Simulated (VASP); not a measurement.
# AlN (P6_3mc) in VASP: further runs

The runs below take AlN through relaxation of cell and atoms, single point, with PBE.

All numbers are computed with VASP 6.6.1; they aren't measurements. Logs are shortened: lines on timing, memory, paths and dates and some standing lists are left out, and cuts for length are marked.

**What was measured.**

“Self-assembly of well-separated AlN nanowires directly on sputtered metallic TiN films”, 2019, arxiv:1910.07391 quotes, for a bulk crystal of AlN at 10 K: band gap 6.034 eV (an exciton energy, a little under the gap).

How close the calculation comes is told below.

## (1) The cell of the first run

It takes space group P6_3mc (No. 186, hexagonal). Conventional cell: a = 3.111 Å, b = 3.111 Å, c = 4.978 Å, α = 90.00°, β = 90.00°, γ = 120.00°. Within 2.5 Å of Al (site symmetry 3m) lie 4 N at 1.89 to 1.92 Å. N (site symmetry 3m) has 4 Al at 1.89 to 1.92 Å within 2.5 Å.

## (2) Relaxation of cell and atoms, PBE

INCAR reads:

```
PREC = Accurate ; ENCUT = 600
EDIFF = 1E-7 ; ISMEAR = 0
SIGMA = 0.1 ; LREAL = False
LASPH = True ; NELM = 100
ALGO = Normal ; ISIF = 3
LWAVE = False ; LCHARG = False
GGA = PE ; IBRION = 2
NSW = 90 ; EDIFFG = -0.04
```

KPOINTS reads:

```
Automatic mesh
0
Gamma
  6 6 4
```

POSCAR reads:

```
AlN
1.0
    3.1110022100      0.0000000000      0.0000000000
   -1.5555011100      2.6942069500      0.0000000000
    0.0000000000      0.0000000000      4.9780001600
Al N
2 2
Direct
    0.3333333300      0.6666666700      0.0000000000
    0.6666666700      0.3333333300      0.5000000000
    0.3333333300      0.6666666700      0.3849999900
    0.6666666700      0.3333333300      0.8849999900
```

Potentials or basis: VASP PAW PBE potentials, release 64 (Al, N).

Launch:

```
> cat potpaw_PBE.64/Al/POTCAR potpaw_PBE.64/N/POTCAR > POTCAR
> mpirun -np 1 vasp_std > vasp.out
```

OUTCAR:

```text
PREC = Accurate
   ENCUT = 600
   EDIFF = 1E-7
   ISMEAR = 0
   LREAL = False
   LASPH = True
   NELM = 100
   ISIF = 3
   GGA = PE
   IBRION = 2
   NSW = 90
   EDIFFG = -0.04

 ion  position               nearest neighbor table
   1  0.333  0.667  0.000-   4 1.89   4 1.89   4 1.89   3 1.92   2 3.07   2 3.07   2 3.07   2 3.07
                             2 3.07   2 3.07
   2  0.667  0.333  0.500-   3 1.89   3 1.89   3 1.89   4 1.92   1 3.07   1 3.07   1 3.07   1 3.07
                             1 3.07   1 3.07
   3  0.333  0.667  0.385-   2 1.89   2 1.89   2 1.89   1 1.92
   4  0.667  0.333  0.885-   1 1.89   1 1.89   1 1.89   2 1.92

  LATTYP: Found a hexagonal cell.
 ALAT       =     3.1110022100
 C/A-ratio  =     1.6001274907

  Lattice vectors:

 A1 = (   3.1110022100,   0.0000000000,   0.0000000000)
 A2 = (  -1.5555011100,   2.6942069500,   0.0000000000)
 A3 = (   0.0000000000,   0.0000000000,   4.9780001600)

Analysis of symmetry for initial positions (statically):
=====================================================================
 Subroutine PRICEL returns:
 Original cell was already a primitive cell.

 Routine SETGRP: Setting up the symmetry group for a
 hexagonal supercell.

 Subroutine GETGRP returns: Found 12 space group operations
 (whereof  6 operations were pure point group operations)
 out of a pool of 24 trial point group operations.

The static configuration has the point symmetry C_3v.
 The point group associated with its full space group is C_6v.

Analysis of symmetry for dynamics (positions and initial velocities):
=====================================================================
 Subroutine PRICEL returns:
 Original cell was already a primitive cell.

 Routine SETGRP: Setting up the symmetry group for a
 hexagonal supercell.

 Subroutine GETGRP returns: Found 12 space group operations
 (whereof  6 operations were pure point group operations)
 out of a pool of 24 trial point group operations.

The dynamic configuration has the point symmetry C_3v.
 The point group associated with its full space group is C_6v.

 Subroutine INISYM returns: Found 12 space group operations
 (whereof  6 operations are pure point group operations),
 and found     1 'primitive' translations

----------------------------------------------------------------------------------------

                                     Primitive cell

  volume of cell :      41.7240

  direct lattice vectors                    reciprocal lattice vectors
     3.111002210  0.000000000  0.000000000     0.321439823  0.185583369  0.000000000
    -1.555501110  2.694206950  0.000000000     0.000000000  0.371166736  0.000000000
     0.000000000  0.000000000  4.978000160     0.000000000  0.000000000  0.200883883

  length of vectors
     3.111002210  3.111002217  4.978000160     0.371166737  0.371166736  0.200883883

  position of ions in fractional coordinates (direct lattice)
     0.333333330  0.666666670  0.000000000
     0.666666670  0.333333330  0.500000000
     0.333333330  0.666666670  0.384999990
     0.666666670  0.333333330  0.884999990

  ion indices of the primitive-cell ions
   primitive index   ion index
                 1           1
                 2           2
                 3           3
                 4           4

----------------------------------------------------------------------------------------

 KPOINTS: Automatic mesh

Automatic generation of k-mesh.
 Grid dimensions read from file:
 generate k-points for:    6    6    4

 Generating k-lattice:

  Cartesian coordinates                     Fractional coordinates (reciprocal lattice)
     0.053573304  0.030930561  0.000000000     0.166666667  0.000000000  0.000000000
     0.000000000  0.061861123  0.000000000     0.000000000  0.166666667  0.000000000
     0.000000000  0.000000000  0.050220971     0.000000000  0.000000000  0.250000000

  Length of vectors
     0.061861123  0.061861123  0.050220971

  Shift w.r.t. Gamma in fractional coordinates (k-lattice)
     0.000000000  0.000000000  0.000000000

 Subroutine IBZKPT returns following result:
 ===========================================

 Found     21 irreducible k-points:

 Following reciprocal coordinates:
            Coordinates               Weight
  0.000000  0.000000  0.000000      1.000000
  0.166667  0.000000  0.000000      6.000000
  0.333333  0.000000  0.000000      6.000000
  0.500000  0.000000  0.000000      3.000000
  0.166667  0.166667  0.000000      6.000000
  0.333333  0.166667  0.000000     12.000000
[... 13 lines left out ...]
  0.333333  0.166667  0.500000     12.000000
  0.333333  0.333333  0.500000      2.000000
   k-points           NKPTS =     21   k-points in BZ     NKDIM =     21   number of bands    NBANDS=     12
   number of dos      NEDOS =    301   number of ions     NIONS =      4
   total plane-waves  NPLWV =  31360
   dimension x,y,z NGX =    28 NGY =   28 NGZ =   40
   dimension x,y,z NGXF=    56 NGYF=   56 NGZF=   80
   ions per type =               2   2
   NGX,Y,Z   is equivalent  to a cutoff of  14.96, 14.96, 13.36 a.u.
   NGXF,Y,Z  is equivalent  to a cutoff of  29.93, 29.93, 26.72 a.u.
 SYSTEM =  unknown system
   PREC   = accura    normal or accurate (medium, high low for compatibility)
   ISTART =      0    job   : 0-new  1-cont  2-samecut
   ICHARG =      2    charge: 1-file 2-atom 10-const
   ISPIN  =      1    spin polarized calculation?
   LNONCOLLINEAR =      F non collinear calculations
   LSORBIT =      F    spin-orbit coupling
   LASPH  =      T    aspherical Exc in radial PAW
   ENCUT  =  600.0 eV  44.10 Ry    6.64 a.u.   6.21  6.21  9.94*2*pi/ulx,y,z
   NELM   =    100;   NELMIN=  2; NELMDL= -5     # of ELM steps
   EDIFF  = 0.1E-06   stopping-criterion for ELM
   LREAL  =      F    real-space projection
   EDIFFG = -.4E-01   stopping-criterion for IOM
   NSW    =     90    number of steps for IOM
   IBRION =      2    ionic relax: 0-MD 1-quasi-New 2-CG
   NFREE  =      1    steps in history (QN), initial steepest desc. (CG)
   ISIF   =      3    stress and relaxation
   ISYM   =      2    0-nonsym 1-usesym 2-fastsym
   POTIM  = 0.5000    time-step for ionic-motion
   TEBEG  =    0.0;   TEEND  =   0.0 temperature during run
   PSTRESS=    0.0 pullay stress
   NELECT =      16.0000    total number of electrons
   NUPDOWN=      -1.0000    fix difference up-down
   EMIN   =  10.00;   EMAX   =-10.00  energy-range for DOS
   EFERMI =   0.00;   METHOD = LEGACY
   ISMEAR =     0;   SIGMA  =   0.10  broadening in eV -4-tet -1-fermi 0-gaus
   EFERMI_NEDOS =   21; number of points for ismear=-14 and -15
   IALGO  =     38    algorithm
   IMIX   =      4    mixing-type and parameters
     AMIX     =   0.40;   BMIX     =  1.00
     AMIX_MAG =   1.60;   BMIX_MAG =  1.00
  volume/ion in A,a.u.               =      10.43        70.39
  Fermi-wavevector in a.u.,A,eV,Ry     =   1.189377  2.247596 19.247032  1.414617
  Thomas-Fermi vector in A             =   2.325485
   LORBIT       =      0    0 simple, 1 ext, 2 COOP (PROOUT), +10 PAW based schemes
   GGA     = PE    functional components
   LHFCALC =     F    Hartree Fock is set to
   AEXX    =    0.0000 exact exchange contribution
   IVDW    =     0    specifies the selected vdW correction
   LEPSILON=     F    determine dielectric tensor
   LRPA    =     F    only Hartree local field effects (RPA)
 conjugate gradient relaxation of ions
 non-spin polarized calculation
 Gauss-broadening in eV      SIGMA  =   0.10
  energy-cutoff  :      600.00
  volume of cell :       41.72
 maximum number of plane-waves:      1412
 NGX is ok and might be reduce to    28
   NGX = 13   NGY = 13   NGZ = 19

--------------------------------------- Ionic step        1  -------------------------------------------

 number of electron      16.0000001 magnetization

 Free energy of the ion-electron system (eV)
  ---------------------------------------------------
  ext. energy  EPLUGINS =         0.00000000
  ---------------------------------------------------
  free energy    TOTEN  =       -29.76980073 eV

  energy without entropy =      -29.76980073  energy(sigma->0) =      -29.76980073

------------------------ aborting loop because EDIFF is reached ----------------------------------------

  FORCE on cell =-STRESS in cart. coord.  units (eV):
  Direction    XX          YY          ZZ          XY          YZ          ZX
  --------------------------------------------------------------------------------------
  -------------------------------------------------------------------------------------
  Total        1.1112404      1.1112404      0.6339629     -0.0000000      0.0000000      0.0000000
  in kB       42.6709622     42.6709623     24.3437934     -0.0000001      0.0000000      0.0000000
  external PRESSURE =      36.5619060 kB  Pullay stress =       0.0000000 kB
[... 61 lines left out ...]
  energy  without entropy=      -29.7725571257  energy(sigma->0) =      -29.77255713

--------------------------------------- Ionic step        3  -------------------------------------------

 number of electron      16.0000001 magnetization

 Free energy of the ion-electron system (eV)
  ---------------------------------------------------
  ext. energy  EPLUGINS =         0.00000000
  ---------------------------------------------------
  free energy    TOTEN  =       -29.78053114 eV

  energy without entropy =      -29.78053114  energy(sigma->0) =      -29.78053114

 E-fermi :   6.4275     XC(G=0): -10.8356

 val. band max:        6.0255076850   @ k =   0.0000   0.0000   0.0000
 cond. band min:      10.0510283362   @ k =   0.0000   0.0000   0.0000
 fundamental gap:      4.0255206512
 Fermi energy:         6.4275368750

 k-point     1 :       0.0000    0.0000    0.0000
  band No.  band energies     occupation
      1      -9.0963      2.00000
      2      -6.9878      2.00000
      3       0.0915      2.00000
      4       5.1091      2.00000
      5       5.1091      2.00000
      6       5.7659      2.00000
      7       5.7659      2.00000
      8       6.0255      2.00000
      9      10.0510      0.00000
     10      12.4685      0.00000
     11      16.5000      0.00000
     12      16.9771      0.00000
[... 329 lines left out ...]
  FREE ENERGIE OF THE ION-ELECTRON SYSTEM (eV)
  ---------------------------------------------------
  free  energy   TOTEN  =       -29.7805311444 eV

  energy  without entropy=      -29.7805311443  energy(sigma->0) =      -29.78053114

 reached required accuracy - stopping structural energy minimisation
```

It took 68 s on 1 thread of AMD EPYC 7R13, shared host; peak memory 0.15 GiB.

Results:

- Free energy: -29.7805 eV
- Relaxed volume: 10.62 Å³/atom
- Relaxed cell: a = 3.133 Å, b = 3.133 Å, c = 4.998 Å, α = 90.00°, β = 90.00°, γ = 120.00°
- Space group after relaxing (to 0.05 Å): P6_3mc (No. 186)
- Energy gained by relaxing: 2.7 meV/atom
- Ionic steps: 3
- Pressure after relaxing: -0.1 GPa
- Largest force after relaxing: 0.040 eV/Å
- Band gap on the k mesh: 4.03 eV, direct

Forces on the atoms (eV/Å):
```
Al   0.000  0.000  0.040
Al   0.000  0.000  0.040
N    0.000  0.000 -0.040
N    0.000  0.000 -0.040
```

The path:
| step | energy change (eV) | largest force (eV/Å) | pressure (GPa) | volume (Å³) |
| --- | --- | --- | --- | --- |
| 1 | 0.0000 | 0.1804 | 3.66 | 41.72 |
| 2 | -0.0028 | 0.0755 | -3.04 | 43.18 |
| 3 | -0.0107 | 0.0399 | -0.05 | 42.49 |

Final structure:
```yaml
crystal:
  lattice:
    - [3.13319, 0.00000, 0.00000]
    - [-1.56659, 2.71342, 0.00000]
    - [0.00000, 0.00000, 4.99825]
  atoms:
    - { symbol: Al, position: [0.33333, 0.66667, 0.00094] }
    - { symbol: Al, position: [0.66667, 0.33333, 0.50094] }
    - { symbol: N, position: [0.33333, 0.66667, 0.38406] }
    - { symbol: N, position: [0.66667, 0.33333, 0.88406] }
```

Levels at points of the mesh, in eV from the valence-band top:
| k point | band 6 | band 7 | band 8 | band 9 | band 10 | band 11 |
| --- | --- | --- | --- | --- | --- | --- |
| (0.00, 0.00, 0.00) | -0.26 | -0.26 | 0.00 | 4.03 | 6.44 | 10.47 |
| (0.50, 0.00, 0.00) | -2.12 | -1.77 | -0.73 | 5.70 | 5.77 | 8.00 |
| (0.00, 0.00, 0.50) | -0.60 | -0.60 | -0.60 | 6.28 | 6.28 | 10.16 |
| (0.50, 0.00, 0.50) | -1.50 | -1.36 | -1.36 | 5.23 | 5.23 | 9.11 |

## (3) Single point, PBE

This run uses another cell than the first one, of 10.64 Å³/atom, 1.021 times its volume.

INCAR reads:

```
ALGO = Normal ; EDIFF = 1E-6
ENCUT = 520 ; GGA = PE
ISIF = 2 ; ISMEAR = 0
LASPH = True ; LCHARG = False
LREAL = False ; LWAVE = False
NBANDS = 16 ; NELM = 100
PREC = Accurate ; SIGMA = 0.02
```

KPOINTS reads:

```
k-points
0
Gamma
  12 12 6
```

POSCAR reads:

```
AlN
1.0
    3.1301892630      0.0000000000      0.0000000000
   -1.5650946315      2.7108234204      0.0000000000
    0.0000000000      0.0000000000      5.0180297015
Al N
2 2
Direct
    0.3333333333      0.6666666667      0.0017380162
    0.6666666667      0.3333333333      0.5017380162
    0.3333333333      0.6666666667      0.3832619738
    0.6666666667      0.3333333333      0.8832619738
```

Potentials or basis: VASP PAW PBE potentials, release 64 (Al, N).

Launch:

```
> cat potpaw_PBE.64/Al/POTCAR potpaw_PBE.64/N/POTCAR > POTCAR
> mpirun -np 1 vasp_std > vasp.out
```

Wall time 89 s (1 thread of AMD EPYC 7R13, shared host); peak memory 0.15 GiB.

It converged, with:

```yaml
Free_energy: -29.7805 eV
Pressure: -0.2 GPa
Band_gap_on_the_k_mesh: 4.04 eV, direct
```

Levels at points of the mesh, in eV from the valence-band top:
```csv
k point,band 4,band 5,band 6,band 7,band 8,band 9,band 10,band 11,band 12,band 13
"(0.00, 0.00, 0.00)",-0.84,-0.84,-0.20,-0.20,0.00,4.04,6.51,10.46,11.03,11.03
"(0.50, 0.00, 0.00)",-4.12,-3.29,-2.05,-1.74,-0.68,5.76,5.76,8.02,10.14,10.81
"(0.00, 0.00, 0.50)",-3.30,-0.53,-0.53,-0.53,-0.53,6.31,6.31,10.17,10.17,11.34
"(0.50, 0.00, 0.50)",-5.52,-1.44,-1.44,-1.34,-1.34,5.25,5.25,9.14,9.14,11.60
```

[end of part 1 of 2]
